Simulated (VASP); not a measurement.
Write the native input for VASP 6.6.1 that does the following.

```
Task                    : single point
Functional              : PBE
Potentials or basis     : VASP PAW PBE potentials, release 64 (La)
Cutoff                  : 520 eV
k mesh                  : 10 × 10 × 3
Occupations             : fermi-dirac, width 0.08 eV
Spin                    : no spin polarisation
Dipole correction       : no
k mesh for the DOS      : 15 × 15 × 5
Occupations for the DOS : tetrahedron
Further INCAR settings  : ALGO = Fast; EDIFF = 1e-06
```

The system is La.

```
La
1.0
     3.77000    0.00000    0.00000
    -1.88500    3.26492    0.00000
     0.00000    0.00000   12.15900
La
4
Cartesian
  0.0000 0.0000 0.0000
  0.0000 0.0000 6.0795
  0.0000 2.1766 9.1193
  1.8850 1.0883 3.0398
```

The input as run:

POSCAR

```
La
1.0
    3.7700018307      0.0000000000      0.0000000000
   -1.8850009153      3.2649173577      0.0000000000
    0.0000000000      0.0000000000     12.1590000000
La
4
Direct
    0.0000000000      0.0000000000      0.0000000000
    0.0000000000      0.0000000000      0.5000000000
    0.3333333333      0.6666666667      0.7500000000
    0.6666666667      0.3333333333      0.2500000000
```

INCAR.step1

```
SYSTEM = La
ALGO = Fast ; EDIFF = 1E-6
ENCUT = 520 ; GGA = PE
ISIF = 2 ; ISMEAR = -1
LASPH = .TRUE. ; LCHARG = .TRUE.
LMAXMIX = 6 ; LREAL = .FALSE.
LWAVE = .FALSE. ; NBANDS = 30
NELM = 100 ; PREC = Accurate
SIGMA = 0.08
```

KPOINTS.step1

```
k-points
0
G
  10 10 3
  0 0 0
```

INCAR.step2

```
SYSTEM = La
ALGO = Fast ; EDIFF = 1E-6
ENCUT = 520 ; GGA = PE
ICHARG = 11 ; ISIF = 2
ISMEAR = -5 ; LASPH = .TRUE.
LCHARG = .FALSE. ; LMAXMIX = 6
LORBIT = 11 ; LREAL = .FALSE.
LWAVE = .FALSE. ; NEDOS = 2001
NELM = 100 ; PREC = Accurate
SIGMA = 0.08
```

KPOINTS.step2

```
k-points
0
G
  15 15 5
  0 0 0
```

Potentials or basis: VASP PAW PBE potentials, release 64 (La).

Run with:

```bash
$ cat potpaw_PBE.64/La/POTCAR > POTCAR
$ cp INCAR.step1 INCAR
$ cp KPOINTS.step1 KPOINTS
$ mpirun -np 1 vasp_std > vasp.out
$ cp INCAR.step2 INCAR
$ cp KPOINTS.step2 KPOINTS
$ mpirun -np 1 vasp_std > vasp.out
```

Results of the run:

The valence electrons inside the program's atomic spheres are La 8.59.

It took 22 min on 1 thread of Intel(R) Xeon(R) 6975P-C (Granite Rapids), with other jobs on the host, peak memory 0.43 GiB.
